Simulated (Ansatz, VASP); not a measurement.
CuO in VASP and in Ansatz

Contents of POSCAR:

```
CuO
1.0
    1.9909680000     -2.1535500000      0.0000000000
    1.9909680000      2.1535500000      0.0000000000
    0.0000000000      0.0000000000      5.1559280000
Cu O
2 2
Direct
    0.5000000000      0.0000000000      0.0000000000
    0.0000000000      0.5000000000      0.5000000000
    0.5000000000      0.5000000000      0.2500000000
    0.5000000000      0.5000000000      0.7500000000
```

The input INCAR.step1:

```
SYSTEM = CuO
PREC     = Accurate       ! precision mode
ENCUT    = 900            ! plane-wave cutoff, eV
ISMEAR   = -1             ! smearing method
SIGMA    = 0.05           ! smearing width, eV
LREAL    = .False.        ! projectors in reciprocal space
LASPH    = .True.         ! aspherical terms in the spheres
NELM     = 120            ! most SCF steps
NBANDS   = 33             ! bands
GGA      = PE             ! functional
ALGO     = Normal         ! electronic algorithm
EDIFF    = 1E-5           ! SCF threshold, eV
LWAVE    = .True.         ! write WAVECAR
LCHARG   = .False.        ! write CHGCAR
GGA_COMPAT= .False.
```

Contents of INCAR.step2:

```
SYSTEM = CuO
PREC     = Accurate       ! precision mode
ENCUT    = 900            ! plane-wave cutoff, eV
EDIFF    = 1E-6           ! SCF threshold, eV
ISMEAR   = -1             ! smearing method
SIGMA    = 0.05           ! smearing width, eV
LREAL    = .False.        ! projectors in reciprocal space
LASPH    = .True.         ! aspherical terms in the spheres
NELM     = 120            ! most SCF steps
ALGO     = Normal         ! electronic algorithm
ISIF     = 2              ! what is computed and relaxed
LWAVE    = .False.        ! write WAVECAR
LCHARG   = .False.        ! write CHGCAR
METAGGA  = R2SCAN         ! meta-GGA
LMIXTAU  = .True.       
NBANDS   = 33             ! bands
ISTART   = 1            
GGA_COMPAT= .False.
```

The input KPOINTS:

```
regular mesh
0
Gamma
  9 9 5
  0 0 0
```

Contents of input.yaml:

```yaml
crystal:
  lattice:
    - [1.990968, -2.15355, 0.0]
    - [1.990968, 2.15355, 0.0]
    - [0.0, 0.0, 5.155928]
  atoms:
    - { symbol: Cu, position: [0.5, 0.0, 0.0] }
    - { symbol: Cu, position: [0.0, 0.5, 0.5] }
    - { symbol: O, position: [0.5, 0.5, 0.25] }
    - { symbol: O, position: [0.5, 0.5, 0.75] }
hamiltonian:
  xc: r2scan
  pseudopotentials: { kind: paw }
kpoints:
  mp_grid: { grid: [9, 9, 5] }
  band_path:
    path:
      - [[0.0, 0.0, 0.0], [0.463677429, 0.463677429, 0.0], [0.0, 0.5, 0.0], [0.0, 0.5, 0.5], [0.463677429, 0.463677429, 0.5], [0.0, 0.0, 0.5], [0.0, 0.0, 0.0], [-0.5, 0.5, 0.0], [-0.463677429, 0.536322571, 0.0], [-0.463677429, 0.536322571, 0.5], [-0.5, 0.5, 0.5], [-0.5, 0.5, 0.0]]
      - [[0.0, 0.0, 0.5], [-0.5, 0.5, 0.5]]
    npoints: 14
scf:
  occupations: { method: fermi_dirac, width: 0.05 }
  n_extra_bands: 10
output:
  forces: true
  stress: true
  eigenvalues: true
  fatbands: false
  write_density: true
  write_potential: true
  elf: true
  volumetric_format: npy
```

Alike in both runs: functional r2SCAN; k mesh 9 × 9 × 5; occupations fermi-dirac, width 0.05 eV; no spin polarisation.

```csv
,VASP,Ansatz
version,VASP 6.6.1,Ansatz 0.2.0
potentials or method,"VASP PAW PBE potentials, release 64 (Cu_sv_GW, O)",Ansatz PAW
plane-wave cutoff (eV),900,500
valence electrons in the cell,50,50
task,single point,band structure
```

Ansatz gave:

```
gap on the k mesh at the Fermi level (eV)                     : none
pressure (GPa)                                                : -4.9
traceless stress, the component that is largest in VASP (GPa) : 0.96
```

Question: Estimate VASP's values.

Answer: gap on the k mesh at the Fermi level (eV): none; pressure (GPa): -5.1; traceless stress, the component that is largest in VASP (GPa): 0.94.

VASP's potentials were made for PBE, not for r2SCAN. A gap of «none» marks a metal or a gap that the smearing closes. With one functional, cell and mesh, what is left measures potentials, basis and numerics.
